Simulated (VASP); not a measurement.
# Ir3Pt5 (R-3m) in VASP: notebook

The runs below take Ir3Pt5 through single point, relaxation of volume and atoms at fixed shape, with LDA.

Program: VASP 6.6.1. These are calculated values, not measurements. Logs are shortened: lines on timing, memory, paths and dates and some standing lists are left out, and cuts for length are marked.

**1. The cell of the first run**

It takes space group R-3m (No. 166, trigonal). The conventional cell has a = 5.462 Å, b = 5.462 Å, c = 13.380 Å, α = 90.00°, β = 90.00°, γ = 120.00°. Within 3.6 Å of Pt (site symmetry -3m) lie 6 Pt at 2.73 Å and 6 Ir at 2.73 Å. Pt (site symmetry 2/m) has 8 Pt at 2.73 Å and 4 Ir at 2.73 Å within 3.6 Å. Within 3.6 Å of Pt (site symmetry -3m) lie 6 Pt at 2.73 Å and 6 Ir at 2.73 Å. Ir (site symmetry 2/m) has 8 Pt at 2.73 Å and 4 Ir at 2.73 Å within 3.6 Å.

**2. Single point, LDA**

File INCAR:

```
SYSTEM = Ir3Pt5
PREC = Accurate
ENCUT = 500
EDIFF = 1E-6
ISMEAR = 1
SIGMA = 0.1
LREAL = .FALSE.
LASPH = .TRUE.
NELM = 120
ALGO = Normal
ISIF = 2
LWAVE = .FALSE.
LCHARG = .TRUE.
LELF = .TRUE.
LVHAR = .TRUE.
NBANDS = 48
GGA_COMPAT = .FALSE.
```

File KPOINTS:

```
regular mesh
0
G
  5 5 5
  0 0 0
```

File POSCAR:

```
Ir3Pt5
1.0
    0.0000000000      3.8624358868      3.8624358868
    3.8624358868      0.0000000000      3.8624358868
    3.8624358868      3.8624358868      0.0000000000
Pt Ir
5 3
Direct
    0.0000000000      0.0000000000      0.0000000000
    0.0000000000      0.0000000000      0.5000000000
    0.0000000000      0.5000000000      0.0000000000
    0.5000000000      0.0000000000      0.0000000000
    0.5000000000      0.5000000000      0.5000000000
    0.0000000000      0.5000000000      0.5000000000
    0.5000000000      0.0000000000      0.5000000000
    0.5000000000      0.5000000000      0.0000000000
```

Potentials or basis: VASP PAW LDA potentials, release 64 (Pt, Ir).

Started as:

```sh
$ cat potpaw_LDA.64/Pt/POTCAR potpaw_LDA.64/Ir/POTCAR > POTCAR
$ mpirun -np 1 vasp_std > vasp.out
```

OUTCAR:

```text
SYSTEM = Ir3Pt5
   PREC = Accurate
   ENCUT = 500
   EDIFF = 1E-6
   ISMEAR = 1
   LREAL = .FALSE.
   LASPH = .TRUE.
   NELM = 120
   ISIF = 2

 ion  position               nearest neighbor table
   1  0.000  0.000  0.000-   2 2.73   3 2.73   4 2.73   2 2.73   6 2.73   7 2.73   3 2.73   6 2.73
                             8 2.73   4 2.73   7 2.73   8 2.73
   2  0.000  0.000  0.500-   1 2.73   6 2.73   7 2.73   1 2.73   3 2.73   4 2.73   3 2.73   5 2.73
                             6 2.73   4 2.73   5 2.73   7 2.73
   3  0.000  0.500  0.000-   1 2.73   6 2.73   8 2.73   2 2.73   5 2.73   6 2.73   1 2.73   2 2.73
                             4 2.73   4 2.73   5 2.73   8 2.73
   4  0.500  0.000  0.000-   1 2.73   7 2.73   8 2.73   2 2.73   5 2.73   7 2.73   3 2.73   5 2.73
                             8 2.73   1 2.73   2 2.73   3 2.73
   5  0.500  0.500  0.500-   6 2.73   7 2.73   8 2.73   3 2.73   4 2.73   8 2.73   2 2.73   4 2.73
                             7 2.73   2 2.73   3 2.73   6 2.73
   6  0.000  0.500  0.500-   2 2.73   3 2.73   5 2.73   1 2.73   3 2.73   8 2.73   1 2.73   2 2.73
                             7 2.73   5 2.73   7 2.73   8 2.73
   7  0.500  0.000  0.500-   2 2.73   4 2.73   5 2.73   1 2.73   4 2.73   8 2.73   5 2.73   6 2.73
                             8 2.73   1 2.73   2 2.73   6 2.73
   8  0.500  0.500  0.000-   3 2.73   4 2.73   5 2.73   5 2.73   6 2.73   7 2.73   1 2.73   4 2.73
                             7 2.73   1 2.73   3 2.73   6 2.73

  LATTYP: Found a face centered cubic cell.
 ALAT       =     7.7248717736

  Lattice vectors:

 A1 = (   0.0000000000,   3.8624358868,   3.8624358868)
 A2 = (   3.8624358868,   0.0000000000,   3.8624358868)
 A3 = (   3.8624358868,   3.8624358868,   0.0000000000)

Analysis of symmetry for initial positions (statically):
=====================================================================
 Subroutine PRICEL returns:
 Original cell was already a primitive cell.

 Routine SETGRP: Setting up the symmetry group for a
 face centered cubic supercell.

 Subroutine GETGRP returns: Found 12 space group operations
 (whereof 12 operations were pure point group operations)
 out of a pool of 48 trial point group operations.

The static configuration has the point symmetry D_3d.

Analysis of symmetry for dynamics (positions and initial velocities):
=====================================================================
 Subroutine PRICEL returns:
 Original cell was already a primitive cell.

 Routine SETGRP: Setting up the symmetry group for a
 face centered cubic supercell.

 Subroutine GETGRP returns: Found 12 space group operations
 (whereof 12 operations were pure point group operations)
 out of a pool of 48 trial point group operations.

The dynamic configuration has the point symmetry D_3d.

 Subroutine INISYM returns: Found 12 space group operations
 (whereof 12 operations are pure point group operations),
 and found     1 'primitive' translations

----------------------------------------------------------------------------------------

                                     Primitive cell

  volume of cell :     115.2428

  direct lattice vectors                    reciprocal lattice vectors
     0.000000000  3.862435887  3.862435887    -0.129451987  0.129451987  0.129451987
     3.862435887  0.000000000  3.862435887     0.129451987 -0.129451987  0.129451987
     3.862435887  3.862435887  0.000000000     0.129451987  0.129451987 -0.129451987

  length of vectors
     5.462309215  5.462309215  5.462309215     0.224217419  0.224217419  0.224217419

  position of ions in fractional coordinates (direct lattice)
     0.000000000  0.000000000  0.000000000
     0.000000000  0.000000000  0.500000000
     0.000000000  0.500000000  0.000000000
     0.500000000  0.000000000  0.000000000
     0.500000000  0.500000000  0.500000000
     0.000000000  0.500000000  0.500000000
     0.500000000  0.000000000  0.500000000
     0.500000000  0.500000000  0.000000000

  ion indices of the primitive-cell ions
   primitive index   ion index
                 1           1
                 2           2
                 3           3
                 4           4
                 5           5
                 6           6
                 7           7
                 8           8

----------------------------------------------------------------------------------------

 KPOINTS: regular mesh

Automatic generation of k-mesh.
 Grid dimensions read from file:
 generate k-points for:    5    5    5

 Generating k-lattice:

  Cartesian coordinates                     Fractional coordinates (reciprocal lattice)
    -0.025890397  0.025890397  0.025890397     0.200000000  0.000000000  0.000000000
     0.025890397 -0.025890397  0.025890397     0.000000000  0.200000000  0.000000000
     0.025890397  0.025890397 -0.025890397     0.000000000  0.000000000  0.200000000

  Length of vectors
     0.044843484  0.044843484  0.044843484

  Shift w.r.t. Gamma in fractional coordinates (k-lattice)
     0.000000000  0.000000000  0.000000000

 Subroutine IBZKPT returns following result:
 ===========================================

 Found     19 irreducible k-points:

 Following reciprocal coordinates:
            Coordinates               Weight
  0.000000  0.000000  0.000000      1.000000
  0.200000  0.000000  0.000000      6.000000
  0.200000  0.200000  0.200000      2.000000
  0.400000  0.000000  0.000000      6.000000
  0.400000  0.400000  0.400000      2.000000
  0.200000  0.200000  0.000000      6.000000
[... 11 lines left out ...]
 -0.400000  0.400000  0.200000     12.000000
  0.400000  0.200000 -0.200000     12.000000
   k-points           NKPTS =     19   k-points in BZ     NKDIM =     19   number of bands    NBANDS=     48
   number of dos      NEDOS =    301   number of ions     NIONS =      8
   total plane-waves  NPLWV =  64000
   dimension x,y,z NGX =    40 NGY =   40 NGZ =   40
   dimension x,y,z NGXF=    80 NGYF=   80 NGZF=   80
   ions per type =               5   3
   NGX,Y,Z   is equivalent  to a cutoff of  12.17, 12.17, 12.17 a.u.
   NGXF,Y,Z  is equivalent  to a cutoff of  24.35, 24.35, 24.35 a.u.
 SYSTEM =  Ir3Pt5
   PREC   = accura    normal or accurate (medium, high low for compatibility)
   ISTART =      0    job   : 0-new  1-cont  2-samecut
   ICHARG =      2    charge: 1-file 2-atom 10-const
   ISPIN  =      1    spin polarized calculation?
   LNONCOLLINEAR =      F non collinear calculations
   LSORBIT =      F    spin-orbit coupling
   LASPH  =      T    aspherical Exc in radial PAW
   ENCUT  =  500.0 eV  36.75 Ry    6.06 a.u.   9.96  9.96  9.96*2*pi/ulx,y,z
   NELM   =    120;   NELMIN=  2; NELMDL= -5     # of ELM steps
   EDIFF  = 0.1E-05   stopping-criterion for ELM
   LREAL  =      F    real-space projection
   EDIFFG = 0.1E-04   stopping-criterion for IOM
   NSW    =      0    number of steps for IOM
   IBRION =     -1    ionic relax: 0-MD 1-quasi-New 2-CG
   NFREE  =      0    steps in history (QN), initial steepest desc. (CG)
   ISIF   =      2    stress and relaxation
   ISYM   =      2    0-nonsym 1-usesym 2-fastsym
   POTIM  = 0.5000    time-step for ionic-motion
   TEBEG  =    0.0;   TEEND  =   0.0 temperature during run
   PSTRESS=    0.0 pullay stress
   NELECT =      77.0000    total number of electrons
   NUPDOWN=      -1.0000    fix difference up-down
   EMIN   =  10.00;   EMAX   =-10.00  energy-range for DOS
   EFERMI =   0.00;   METHOD = LEGACY
   ISMEAR =     1;   SIGMA  =   0.10  broadening in eV -4-tet -1-fermi 0-gaus
   EFERMI_NEDOS =   21; number of points for ismear=-14 and -15
   IALGO  =     38    algorithm
   IMIX   =      4    mixing-type and parameters
     AMIX     =   0.40;   BMIX     =  1.00
     AMIX_MAG =   1.60;   BMIX_MAG =  1.00
  volume/ion in A,a.u.               =      14.41        97.21
  Fermi-wavevector in a.u.,A,eV,Ry     =   1.431200  2.704577 27.869285  2.048335
  Thomas-Fermi vector in A             =   2.550963
   LORBIT       =      0    0 simple, 1 ext, 2 COOP (PROOUT), +10 PAW based schemes
   GGA     = CA    functional components
   LHFCALC =     F    Hartree Fock is set to
   AEXX    =    0.0000 exact exchange contribution
   IVDW    =     0    specifies the selected vdW correction
   LEPSILON=     F    determine dielectric tensor
   LRPA    =     F    only Hartree local field effects (RPA)
 non-spin polarized calculation
 Methfessel and Paxton  Order N= 1 SIGMA  =   0.10
  energy-cutoff  :      500.00
  volume of cell :      115.24
 maximum number of plane-waves:      2944
   NGX = 19   NGY = 19   NGZ = 19

 number of electron      76.9999994 magnetization

 Free energy of the ion-electron system (eV)
  ---------------------------------------------------
  ext. energy  EPLUGINS =         0.00000000
  ---------------------------------------------------
  free energy    TOTEN  =       -67.84206683 eV

  energy without entropy =      -67.84212995  energy(sigma->0) =      -67.84208787

 E-fermi :  11.3793     XC(G=0): -13.9855

 val. band max:       11.3742616936   @ k =   0.0000   0.0000   0.0000
 cond. band min:      11.3797896972   @ k =   0.2000   0.2000   0.4000
 fundamental gap:      0.0055280035
 Fermi energy:        11.3792721934

 k-point     1 :       0.0000    0.0000    0.0000
  band No.  band energies     occupation
      1       0.4563      2.00000
      2       3.3877      2.00000
      3       3.3877      2.00000
      4       3.3911      2.00000
      5       3.3934      2.00000
      6       3.5988      2.00000
[... 40 lines left out ...]
     47      12.9809     -0.00000
     48      12.9876     -0.00000

 k-point     2 :       0.2000    0.0000    0.0000
  band No.  band energies     occupation
      1       0.8768      2.00000
      2       3.3862      2.00000
      3       3.7213      2.00000
      4       3.7261      2.00000
      5       3.7351      2.00000
      6       3.8545      2.00000
[... 40 lines left out ...]
     47      14.2622      0.00000
     48      14.3143      0.00000

 k-point     3 :       0.2000    0.2000    0.2000
  band No.  band energies     occupation
      1       0.8774      2.00000
      2       3.3903      2.00000
      3       3.7221      2.00000
      4       3.7221      2.00000
      5       3.7359      2.00000
      6       3.8594      2.00000
[... 40 lines left out ...]
     47      14.2878      0.00000
     48      14.2878      0.00000

 k-point     4 :       0.4000    0.0000    0.0000
  band No.  band energies     occupation
      1       1.9763      2.00000
      2       3.0644      2.00000
      3       4.3541      2.00000
      4       4.3600      2.00000
      5       4.4034      2.00000
      6       4.4114      2.00000
[... 703 lines left out ...]
     47      17.7031      0.00000
     48      17.8709      0.00000

 k-point    18 :      -0.4000    0.4000    0.2000
  band No.  band energies     occupation
      1       2.9326      2.00000
      2       4.0332      2.00000
      3       4.0755      2.00000
      4       4.3071      2.00000
      5       5.0277      2.00000
      6       5.2082      2.00000
[... 40 lines left out ...]
     47      15.8466      0.00000
     48      16.8607      0.00000

 k-point    19 :       0.4000    0.2000   -0.2000
  band No.  band energies     occupation
      1       2.9318      2.00000
      2       4.0312      2.00000
      3       4.0681      2.00000
      4       4.3085      2.00000
      5       5.0134      2.00000
      6       5.2469      2.00000
[... 40 lines left out ...]
     47      15.8173      0.00000
     48      16.8669      0.00000

------------------------ aborting loop because EDIFF is reached ----------------------------------------

  FORCE on cell =-STRESS in cart. coord.  units (eV):
  Direction    XX          YY          ZZ          XY          YZ          ZX
  --------------------------------------------------------------------------------------
  -------------------------------------------------------------------------------------
  Total        0.9415106      0.9415106      0.9415106     -0.1656231     -0.1656231     -0.1656231
  in kB       13.0894667     13.0894667     13.0894667     -2.3025950     -2.3025950     -2.3025950
  external PRESSURE =      13.0894667 kB  Pullay stress =       0.0000000 kB

 VOLUME and BASIS-vectors are now :
 -----------------------------------------------------------------------------
  energy-cutoff  :      500.00
  volume of cell :      115.24
      direct lattice vectors                 reciprocal lattice vectors
     0.000000000  3.862435887  3.862435887    -0.129451987  0.129451987  0.129451987
     3.862435887  0.000000000  3.862435887     0.129451987 -0.129451987  0.129451987
     3.862435887  3.862435887  0.000000000     0.129451987  0.129451987 -0.129451987

 POSITION                                       TOTAL-FORCE (eV/Angst)
 -----------------------------------------------------------------------------------
      0.00000      0.00000      0.00000         0.000000     -0.000000      0.000000
      1.93122      1.93122      0.00000         0.000000     -0.000000     -0.000000
      1.93122      0.00000      1.93122         0.000000      0.000000      0.000000
      0.00000      1.93122      1.93122        -0.000000     -0.000000     -0.000000
      3.86244      3.86244      3.86244         0.000000      0.000000      0.000000
      3.86244      1.93122      1.93122        -0.000000     -0.000000      0.000000
      1.93122      3.86244      1.93122         0.000000      0.000000      0.000000
      1.93122      1.93122      3.86244        -0.000000     -0.000000     -0.000000
 -----------------------------------------------------------------------------------
    total drift:                                0.000000     -0.000000      0.000000

  FREE ENERGIE OF THE ION-ELECTRON SYSTEM (eV)
  ---------------------------------------------------
  free  energy   TOTEN  =       -67.8420668323 eV

  energy  without entropy=      -67.8421299524  energy(sigma->0) =      -67.84208787
```

Run time: 2.2 min. Hardware: 1 thread of Intel Xeon 6975P-C (Granite Rapids), shared host; peak memory 0.24 GiB.

What came out:

| Property | Result |
| --- | --- |
| Free energy | -67.8421 eV |
| Pressure | 1.3 GPa |
| Band gap on the k mesh | zero (an odd number of electrons rules out a gap without spin polarisation) |

Caveat: spin-orbit coupling is left out, which moves the levels of the heavy elements.

[end of part 1 of 2]
